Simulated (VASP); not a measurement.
The system is GaN.

```
CELL_PARAMETERS angstrom
3.18000 0.00000 0.00000
-1.59000 2.75396 0.00000
0.00000 0.00000 5.16600
ATOMIC_POSITIONS crystal
Ga 0.66667 0.33333 0.50000
Ga 0.33333 0.66667 0.00000
N 0.66667 0.33333 0.87500
N 0.33333 0.66667 0.37500
```

Base run:

- Program: VASP 6.6.1
- Functional: revPBE
- Dispersion: D3(BJ)
- Potentials or basis: VASP PAW PBE potentials, release 64 (Ga_d, N)
- Cutoff: 520 eV
- k mesh: 10 × 10 × 5
- Occupations: fermi-dirac, width 0.05 eV
- Spin: no spin polarisation

Its results: band gap on the k mesh 2.02 eV, direct; pressure 2.6 GPa; largest force 0.133 eV/Å.

Problem. The run is repeated on the same cell with these changes: dispersion from D3(BJ) to none. What comes out?

Solution. Band gap on the k mesh 2.02 eV, direct; pressure 10.2 GPa; largest force 0.138 eV/Å.

Dispersion adds attraction, which lowers the pressure at fixed volume and, as a term added to the energy, leaves the levels alone.

Caveats: the PAW data sets were made with another functional, which shifts forces and pressure a little.

